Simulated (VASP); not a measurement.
# Se (Fd-3m) in VASP: further runs

Se is run at these levels: PBE; tasks: single point, relaxation of cell and atoms.

All numbers are computed with VASP 6.6.1; they aren't measurements. Logs are shortened: lines on timing, memory, paths and dates and some standing lists are left out, and cuts for length are marked.

### Step 1. The cell of the first run

It takes space group Fd-3m (No. 227, cubic). The conventional cell has a = 6.004 Å, b = 6.004 Å, c = 6.004 Å, α = 90.00°, β = 90.00°, γ = 90.00°. Se (site symmetry -43m) has 4 Se at 2.60 Å within 3.4 Å.

This isn't the form of Se at room conditions, which is trigonal, of chains.

### Step 2. Single point, PBE

INCAR

```
SYSTEM = Se
PREC = Accurate
ENCUT = 520
EDIFF = 1E-7
ISMEAR = -1
SIGMA = 0.05
LREAL = .FALSE.
LASPH = .TRUE.
NELM = 80
ALGO = Normal
ISIF = 2
LWAVE = .FALSE.
LCHARG = .FALSE.
GGA = PE
NBANDS = 13
```

KPOINTS

```
regular mesh
0
G
  12 12 12
  0 0 0
```

POSCAR

```
Se
1.0
    0.0000000000      3.0020255039      3.0020255039
    3.0020255039      0.0000000000      3.0020255039
    3.0020255039      3.0020255039      0.0000000000
Se
2
Direct
   -0.1250000000     -0.1250000000     -0.1250000000
    0.1250000000      0.1250000000      0.1250000000
```

Potentials or basis: VASP PAW PBE potentials, release 64 (Se).

On the command line:

```sh
> cat potpaw_PBE.64/Se/POTCAR > POTCAR
> mpirun -np 1 vasp_std > vasp.out
```

OUTCAR:

```text
SYSTEM = Se
   PREC = Accurate
   ENCUT = 520
   EDIFF = 1E-7
   ISMEAR = -1
   LREAL = .FALSE.
   LASPH = .TRUE.
   NELM = 80
   ISIF = 2
   GGA = PE

 ion  position               nearest neighbor table
   1  0.875  0.875  0.875-   2 2.60   2 2.60   2 2.60   2 2.60
   2  0.125  0.125  0.125-   1 2.60   1 2.60   1 2.60   1 2.60

  LATTYP: Found a face centered cubic cell.
 ALAT       =     6.0040510078

  Lattice vectors:

 A1 = (   0.0000000000,   3.0020255039,   3.0020255039)
 A2 = (   3.0020255039,   0.0000000000,   3.0020255039)
 A3 = (   3.0020255039,   3.0020255039,   0.0000000000)

Analysis of symmetry for initial positions (statically):
=====================================================================
 Subroutine PRICEL returns:
 Original cell was already a primitive cell.

 Routine SETGRP: Setting up the symmetry group for a
 face centered cubic supercell.

 Subroutine GETGRP returns: Found 48 space group operations
 (whereof 12 operations were pure point group operations)
 out of a pool of 48 trial point group operations.

The static configuration has the point symmetry D_3d.
 The point group associated with its full space group is O_h .

Analysis of symmetry for dynamics (positions and initial velocities):
=====================================================================
 Subroutine PRICEL returns:
 Original cell was already a primitive cell.

 Routine SETGRP: Setting up the symmetry group for a
 face centered cubic supercell.

 Subroutine GETGRP returns: Found 48 space group operations
 (whereof 12 operations were pure point group operations)
 out of a pool of 48 trial point group operations.

The dynamic configuration has the point symmetry D_3d.
 The point group associated with its full space group is O_h .

 Subroutine INISYM returns: Found 48 space group operations
 (whereof 12 operations are pure point group operations),
 and found     1 'primitive' translations

----------------------------------------------------------------------------------------

                                     Primitive cell

  volume of cell :      54.1095

  direct lattice vectors                    reciprocal lattice vectors
     0.000000000  3.002025504  3.002025504    -0.166554215  0.166554215  0.166554215
     3.002025504  0.000000000  3.002025504     0.166554215 -0.166554215  0.166554215
     3.002025504  3.002025504  0.000000000     0.166554215  0.166554215 -0.166554215

  length of vectors
     4.245505182  4.245505182  4.245505182     0.288480362  0.288480362  0.288480362

  position of ions in fractional coordinates (direct lattice)
     0.875000000  0.875000000  0.875000000
     0.125000000  0.125000000  0.125000000

  ion indices of the primitive-cell ions
   primitive index   ion index
                 1           1
                 2           2

----------------------------------------------------------------------------------------

 KPOINTS: regular mesh

Automatic generation of k-mesh.
 Grid dimensions read from file:
 generate k-points for:   12   12   12

 Generating k-lattice:

  Cartesian coordinates                     Fractional coordinates (reciprocal lattice)
    -0.013879518  0.013879518  0.013879518     0.083333333  0.000000000  0.000000000
     0.013879518 -0.013879518  0.013879518     0.000000000  0.083333333  0.000000000
     0.013879518  0.013879518 -0.013879518     0.000000000  0.000000000  0.083333333

  Length of vectors
     0.024040030  0.024040030  0.024040030

  Shift w.r.t. Gamma in fractional coordinates (k-lattice)
     0.000000000  0.000000000  0.000000000

 Subroutine IBZKPT returns following result:
 ===========================================

 Found     72 irreducible k-points:

 Following reciprocal coordinates:
            Coordinates               Weight
  0.000000  0.000000  0.000000      1.000000
  0.083333  0.000000  0.000000      8.000000
  0.166667  0.000000  0.000000      8.000000
  0.250000  0.000000  0.000000      8.000000
  0.333333  0.000000  0.000000      8.000000
  0.416667  0.000000  0.000000      8.000000
[... 16 lines left out ...]
  0.500000  0.166667  0.000000     24.000000
 -0.416667  0.166667  0.000000     24.000000
 [... further k-points ...]
   k-points           NKPTS =     72   k-points in BZ     NKDIM =     72   number of bands    NBANDS=     13
   number of dos      NEDOS =    301   number of ions     NIONS =      2
   total plane-waves  NPLWV =  32768
   dimension x,y,z NGX =    32 NGY =   32 NGZ =   32
   dimension x,y,z NGXF=    64 NGYF=   64 NGZF=   64
   ions per type =               2
   NGX,Y,Z   is equivalent  to a cutoff of  12.53, 12.53, 12.53 a.u.
   NGXF,Y,Z  is equivalent  to a cutoff of  25.06, 25.06, 25.06 a.u.
 SYSTEM =  Se
   PREC   = accura    normal or accurate (medium, high low for compatibility)
   ISTART =      0    job   : 0-new  1-cont  2-samecut
   ICHARG =      2    charge: 1-file 2-atom 10-const
   ISPIN  =      1    spin polarized calculation?
   LNONCOLLINEAR =      F non collinear calculations
   LSORBIT =      F    spin-orbit coupling
   LASPH  =      T    aspherical Exc in radial PAW
   ENCUT  =  520.0 eV  38.22 Ry    6.18 a.u.   7.89  7.89  7.89*2*pi/ulx,y,z
   NELM   =     80;   NELMIN=  2; NELMDL= -5     # of ELM steps
   EDIFF  = 0.1E-06   stopping-criterion for ELM
   LREAL  =      F    real-space projection
   EDIFFG = 0.1E-05   stopping-criterion for IOM
   NSW    =      0    number of steps for IOM
   IBRION =     -1    ionic relax: 0-MD 1-quasi-New 2-CG
   NFREE  =      0    steps in history (QN), initial steepest desc. (CG)
   ISIF   =      2    stress and relaxation
   ISYM   =      2    0-nonsym 1-usesym 2-fastsym
   POTIM  = 0.5000    time-step for ionic-motion
   TEBEG  =    0.0;   TEEND  =   0.0 temperature during run
   PSTRESS=    0.0 pullay stress
   NELECT =      12.0000    total number of electrons
   NUPDOWN=      -1.0000    fix difference up-down
   EMIN   =  10.00;   EMAX   =-10.00  energy-range for DOS
   EFERMI =   0.00;   METHOD = LEGACY
   ISMEAR =    -1;   SIGMA  =   0.05  broadening in eV -4-tet -1-fermi 0-gaus
   EFERMI_NEDOS =   21; number of points for ismear=-14 and -15
   IALGO  =     38    algorithm
   IMIX   =      4    mixing-type and parameters
     AMIX     =   0.40;   BMIX     =  1.00
     AMIX_MAG =   1.60;   BMIX_MAG =  1.00
  volume/ion in A,a.u.               =      27.05       182.57
  Fermi-wavevector in a.u.,A,eV,Ry     =   0.990933  1.872591 13.360211  0.981948
  Thomas-Fermi vector in A             =   2.122638
   LORBIT       =      0    0 simple, 1 ext, 2 COOP (PROOUT), +10 PAW based schemes
   GGA     = PE    functional components
   LHFCALC =     F    Hartree Fock is set to
   AEXX    =    0.0000 exact exchange contribution
   IVDW    =     0    specifies the selected vdW correction
   LEPSILON=     F    determine dielectric tensor
   LRPA    =     F    only Hartree local field effects (RPA)
 non-spin polarized calculation
  energy-cutoff  :      520.00
  volume of cell :       54.11
 maximum number of plane-waves:      1475
   NGX = 15   NGY = 15   NGZ = 15

 number of electron      12.0000000 magnetization

 Free energy of the ion-electron system (eV)
  ---------------------------------------------------
  ext. energy  EPLUGINS =         0.00000000
  ---------------------------------------------------
  free energy    TOTEN  =        -5.77830306 eV

  energy without entropy =       -5.76332776  energy(sigma->0) =       -5.77081541

 E-fermi :   3.4869     XC(G=0):  -8.8421

 val. band max:        3.4759661182   @ k =   0.2500   0.0833   0.0000
 cond. band min:       3.4930350239   @ k =   0.1667   0.1667   0.0000
 fundamental gap:      0.0170689058
 Fermi energy:         3.4869483842

 k-point     1 :       0.0000    0.0000    0.0000
  band No.  band energies     occupation
      1     -12.9067      2.00000
      2      -6.2632      2.00000
      3      -0.4922      2.00000
      4      -0.4922      2.00000
      5      -0.4922      2.00000
      6       2.4868      2.00000
      7       2.4868      2.00000
      8       2.4868      2.00000
      9       7.8359      0.00000
     10      10.9563      0.00000
     11      10.9563      0.00000
     12      13.0926      0.00000
     13      13.0926      0.00000

 k-point     2 :       0.0833    0.0000    0.0000
  band No.  band energies     occupation
      1     -12.8509      2.00000
      2      -6.4452      2.00000
      3      -0.5712      2.00000
      4      -0.5712      2.00000
      5      -0.4963      2.00000
      6       2.6030      2.00000
      7       2.6053      2.00000
      8       2.6053      2.00000
      9       8.1034      0.00000
     10      10.7129      0.00000
     11      10.7129      0.00000
     12      12.8442      0.00000
     13      13.5885      0.00000

 k-point     3 :       0.1667    0.0000    0.0000
  band No.  band energies     occupation
      1     -12.6877      2.00000
      2      -6.9239      2.00000
      3      -0.7613      2.00000
      4      -0.7613      2.00000
      5      -0.5640      2.00000
      6       2.8970      1.99998
      7       2.8970      1.99998
      8       3.0106      1.99985
      9       8.7651      0.00000
     10      10.3737      0.00000
     11      10.3737      0.00000
     12      12.4449      0.00000
     13      14.6789      0.00000
[... 305 lines left out ...]
 k-point    23 :       0.5000    0.1667    0.0000
  band No.  band energies     occupation
      1     -11.5418      2.00000
      2      -9.1088      2.00000
      3      -2.3343      2.00000
      4      -1.6084      2.00000
      5       0.3541      2.00000
      6       3.3316      1.91431
      7       4.3559      0.00000
      8       5.3766      0.00000
      9       9.5494      0.00000
     10      10.3975      0.00000
     11      11.7355      0.00000
     12      12.3837      0.00000
     13      13.6289      0.00000

 k-point    24 :      -0.4167    0.1667    0.0000
  band No.  band energies     occupation
      1     -11.5004      2.00000
      2      -9.1681      2.00000
      3      -2.4286      2.00000
      4      -1.5161      2.00000
      5       0.2922      2.00000
      6       3.6109      0.15482
      7       4.1956      0.00000
      8       5.4420      0.00000
      9       9.3820      0.00000
     10      10.8463      0.00000
     11      10.9118      0.00000
     12      12.4926      0.00000
     13      14.5737      0.00000

 [... further k-points ...]
[... 5 lines left out ...]
  --------------------------------------------------------------------------------------
  -------------------------------------------------------------------------------------
  Total        2.9274331      2.9274331      2.9274331      0.0000000     -0.0000000     -0.0000000
  in kB       86.6811030     86.6811030     86.6811030      0.0000000     -0.0000000     -0.0000000
  external PRESSURE =      86.6811030 kB  Pullay stress =       0.0000000 kB

 VOLUME and BASIS-vectors are now :
 -----------------------------------------------------------------------------
  energy-cutoff  :      520.00
  volume of cell :       54.11
      direct lattice vectors                 reciprocal lattice vectors
     0.000000000  3.002025504  3.002025504    -0.166554215  0.166554215  0.166554215
     3.002025504  0.000000000  3.002025504     0.166554215 -0.166554215  0.166554215
     3.002025504  3.002025504  0.000000000     0.166554215  0.166554215 -0.166554215

 POSITION                                       TOTAL-FORCE (eV/Angst)
 -----------------------------------------------------------------------------------
      5.25354      5.25354      5.25354        -0.000000     -0.000000     -0.000000
      0.75051      0.75051      0.75051         0.000000      0.000000      0.000000
 -----------------------------------------------------------------------------------
    total drift:                                0.000000      0.000000     -0.000000

  FREE ENERGIE OF THE ION-ELECTRON SYSTEM (eV)
  ---------------------------------------------------
  free  energy   TOTEN  =        -5.7783030633 eV

  energy  without entropy=       -5.7633277645  energy(sigma->0) =       -5.77081541
```

Run time: 33 s. Hardware: 1 thread of Intel Xeon 8259CL, shared host; peak memory 0.2 GiB.

What came out:

| Quantity | Value |
| --- | --- |
| Free energy | -5.7783 eV |
| Pressure | 8.7 GPa |
| Band gap on the k mesh | zero (bands 6 and 7 overlap by 1.25 eV) |

Levels at points of the mesh, in eV from the Fermi level:
```tsv
k point	band 2	band 3	band 4	band 5	band 6	band 7	band 8	band 9	band 10	band 11
(0.00, 0.00, 0.00)	-9.75	-3.98	-3.98	-3.98	-1.00	-1.00	-1.00	4.35	7.47	7.47
(0.50, 0.00, 0.00)	-12.42	-4.81	-4.81	-4.58	0.25	0.25	2.35	6.84	6.96	8.10
(0.50, 0.50, 0.00)	-13.90	-5.74	-5.74	-2.22	-2.22	2.73	2.73	6.38	6.38	9.88
```

Caveat: the cell stands under pressure.

### Step 3. Relaxation of cell and atoms, PBE, target pressure 8.6 GPa, at which the enthalpy is minimised

This run uses another cell than the first one, of 22.21 Å³/atom.

INCAR

```
PREC = Accurate ; ENCUT = 600
EDIFF = 1E-6 ; ISMEAR = -1
SIGMA = 0.05 ; LREAL = F
LASPH = T ; NELM = 80
ALGO = Normal ; ISIF = 3
LWAVE = F ; LCHARG = F
GGA = PE ; IBRION = 2
NSW = 60 ; EDIFFG = -0.005
PSTRESS = 86.0
```

KPOINTS

```
regular mesh
0
Gamma
  12 12 12
```

POSCAR

```
Se
1.0
    0.0000000000      2.8109929407      2.8109929407
    2.8109929407      0.0000000000      2.8109929407
    2.8109929407      2.8109929407      0.0000000000
Se
2
Direct
   -0.1250000000     -0.1250000000     -0.1250000000
    0.1250000000      0.1250000000      0.1250000000
```

Potentials or basis: VASP PAW PBE potentials, release 64 (Se).

On the command line:

```sh
> cat potpaw_PBE.64/Se/POTCAR > POTCAR
> mpirun -np 1 vasp_std > vasp.out
```

Wall time 2.3 min (1 thread of Intel Xeon 8259CL, shared host); peak memory 0.2 GiB.

Results (log left out):

| Property | Result |
| --- | --- |
| Free energy | -5.7800 eV |
| Relaxed volume | 27.07 Å³/atom |
| Relaxed cell | a = 4.246 Å, b = 4.246 Å, c = 4.246 Å, α = 60.00°, β = 60.00°, γ = 60.00° |
| Space group after relaxing (to 0.1 Å) | Fd-3m (No. 227) |
| Energy change on relaxing (the run minimises the enthalpy) | -517.2 meV/atom |
| Ionic steps | 19 |
| Pressure after relaxing | 8.6 GPa |
| Band gap on the k mesh | zero (bands 6 and 7 overlap by 1.25 eV) |

The path:
```csv
step,energy change (eV),largest force (eV/Å),pressure (GPa),volume (Å³)
1,0.0000,0.0000,28.24,44.42
2,-1.2538,0.0000,-0.48,64.33
3,-1.0442,0.0000,8.38,54.33
4,-1.0329,0.0000,8.66,54.12
5,-1.0329,0.0000,8.66,54.12
6,-1.0330,0.0000,8.66,54.12
7,-1.0330,0.0000,8.66,54.12
8,-1.0330,0.0000,8.66,54.12
9,-1.0330,0.0000,8.66,54.12
10,-1.0330,0.0000,8.66,54.12
11,-1.0330,0.0000,8.66,54.12
12,-1.0330,0.0000,8.66,54.12
13,-1.0330,0.0000,8.66,54.12
14,-1.0330,0.0000,8.66,54.12
15,-1.0331,0.0000,8.66,54.12
16,-1.0332,0.0000,8.66,54.12
17,-1.0333,0.0000,8.66,54.12
18,-1.0337,0.0000,8.65,54.13
19,-1.0344,0.0000,8.62,54.14
```

Final structure:
```
Se
1.0
     0.00000    3.00266    3.00266
     3.00266    0.00000    3.00266
     3.00266    3.00266    0.00000
Se
2
Direct
  0.87500 0.87500 0.87500
  0.12500 0.12500 0.12500
```

Levels at points of the mesh, in eV from the Fermi level:
```tsv
k point	band 3	band 4	band 5	band 6	band 7	band 8	band 9	band 10
(0.00, 0.00, 0.00)	-3.98	-3.98	-3.98	-1.00	-1.00	-1.00	4.35	7.47
(0.50, 0.00, 0.00)	-4.81	-4.81	-4.58	0.25	0.25	2.35	6.84	6.96
(0.50, 0.50, 0.00)	-5.73	-5.73	-2.22	-2.22	2.72	2.72	6.38	6.38
```

Caveat: the cell is relaxed towards a set pressure, so the run minimises the enthalpy, not the energy; the volume moved by over 15 % at a fixed basis, so the end points are rough.

### Step 4. Relaxation of cell and atoms, PBE, target pressure 8.6 GPa, at which the enthalpy is minimised

INCAR

```
SYSTEM = Se
ALGO     = Normal         ! electronic algorithm
EDIFF    = 1E-6           ! SCF threshold, eV
EDIFFG   = -0.005         ! ionic threshold
ENCUT    = 600            ! plane-wave cutoff, eV
GGA      = PE             ! functional
IBRION   = 2              ! ionic algorithm
ISIF     = 3              ! what is computed and relaxed
ISMEAR   = -1             ! smearing method
LASPH    = .TRUE.         ! aspherical terms in the spheres
LCHARG   = .FALSE.        ! write CHGCAR
LREAL    = .FALSE.        ! projectors in reciprocal space
LWAVE    = .FALSE.        ! write WAVECAR
NELM     = 60             ! most SCF steps
NSW      = 32             ! ionic steps
PREC     = Accurate       ! precision mode
PSTRESS  = 86.0         
SIGMA    = 0.05           ! smearing width, eV
```

KPOINTS

```
k-points
0
G
  12 12 12
  0 0 0
```

POSCAR

```
Se
1.0
    0.0000000000      3.0020255039      3.0020255039
    3.0020255039      0.0000000000      3.0020255039
    3.0020255039      3.0020255039      0.0000000000
Se
2
Direct
   -0.1250000000     -0.1250000000     -0.1250000000
    0.1250000000      0.1250000000      0.1250000000
```

On the command line:

```sh
> cat potpaw_PBE.64/Se/POTCAR > POTCAR
> mpirun -np 1 vasp_std > vasp.out
```

Run time: 59 s. Hardware: 1 thread of Intel Xeon 8259CL, shared host; peak memory 0.23 GiB.

It converged, with:

| Quantity | Value |
| --- | --- |
| Free energy | -5.7812 eV |
| Relaxed volume | 27.08 Å³/atom |
| Relaxed cell | a = 4.247 Å, b = 4.247 Å, c = 4.247 Å, α = 60.00°, β = 60.00°, γ = 60.00° |
| Space group after relaxing (to 0.1 Å) | Fd-3m (No. 227) |
| Energy change on relaxing (the run minimises the enthalpy) | -1.4 meV/atom |
| Ionic steps | 3 |
| Pressure after relaxing | 8.6 GPa |
| Band gap on the k mesh | zero (bands 6 and 7 overlap by 1.25 eV) |

Step by step:
```csv
step,energy change (eV),largest force (eV/Å),pressure (GPa),volume (Å³)
1,0.0000,0.0000,8.67,54.11
2,-0.0047,0.0000,8.56,54.20
3,-0.0029,0.0000,8.60,54.16
```

Final structure:
```
Se
1.0
     0.00000    3.00301    3.00301
     3.00301    0.00000    3.00301
     3.00301    3.00301    0.00000
Se
2
Direct
  0.87500 0.87500 0.87500
  0.12500 0.12500 0.12500
```

Levels at points of the mesh, in eV from the Fermi level:
```tsv
k point	band 2	band 3	band 4	band 5	band 6	band 7	band 8	band 9	band 10
(0.00, 0.00, 0.00)	-9.75	-3.98	-3.98	-3.98	-1.00	-1.00	-1.00	4.35	7.47
(0.50, 0.00, 0.00)	-12.42	-4.81	-4.81	-4.58	0.25	0.25	2.35	6.84	6.96
(0.50, 0.50, 0.00)	-13.90	-5.73	-5.73	-2.22	-2.22	2.72	2.72	6.38	6.38
```

Caveat: the cell is relaxed towards a set pressure, so the run minimises the enthalpy, not the energy.

### Step 5. Summary

| task | cell | cutoff (eV) | gap on the mesh (eV) | pressure (GPa) |
| --- | --- | --- | --- | --- |
| single point | a = 4.246 Å, angles 60.0°, 2 atoms | 520 | none | 8.7 |
| relaxation of cell and atoms | relaxed to 8.6 GPa from a = 3.975 Å, angles 60.0°, 2 atoms | 600 | none | 8.6 |
| relaxation of cell and atoms | relaxed to 8.6 GPa from a = 4.246 Å, angles 60.0°, 2 atoms | 600 | none | 8.6 |

Alike in all rows: level PBE; potentials or basis VASP PAW PBE potentials, release 64 (Se); no spin polarisation; k mesh 12 × 12 × 12; smearing fermi-dirac 0.05 eV.

Caveats: the cell is relaxed towards a set pressure, so the run minimises the enthalpy, not the energy (at least some runs); the cell stands under pressure (at least some runs); the volume moved by over 15 % at a fixed basis, so the end points are rough (at least some runs).

Total energies depend on the potentials used, so only differences within one code and one set of settings carry meaning.
